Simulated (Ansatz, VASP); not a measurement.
# Ga3Sb in VASP and in Ansatz

```
Ga Sb
1.0
    -2.12834    2.12834    4.15579
     2.12834   -2.12834    4.15579
     2.12834    2.12834   -4.15579
Ga Sb
3 1
Direct
  0.75000 0.25000 0.50000
  0.25000 0.75000 0.50000
  0.50000 0.50000 0.00000
  0.00000 0.00000 0.00000
```

Alike in both runs: task single point; functional PBEsol; dispersion D3(BJ); k mesh 14 × 14 × 14; occupations gaussian, width 0.15 eV; no spin polarisation.

```csv
,VASP,Ansatz
version,VASP 6.6.1,Ansatz 0.2.0
potentials or method,"VASP PAW PBE potentials, release 64 (Ga_d, Sb), cutoff 520 eV","scalar-relativistic, plane waves, PAW"
valence electrons in the cell,44,54
```

```tsv
	VASP	Ansatz	Ansatz less VASP
gap on the k mesh at the Fermi level (eV)	none	none	-
pressure (GPa)	3.0	3.0	-0.08
traceless stress, the component that is largest in VASP (GPa)	-0.16	-0.17	-0.007
```

VASP's potentials were made for PBE, not for PBEsol, and Ansatz warns of the same on its side. A gap of «none» marks a metal or a gap that the smearing closes. VASP's potentials hold 44 valence electrons a cell and Ansatz's 54, so a difference there can come from the potentials and not from the codes.

Neither program's run includes spin-orbit coupling.
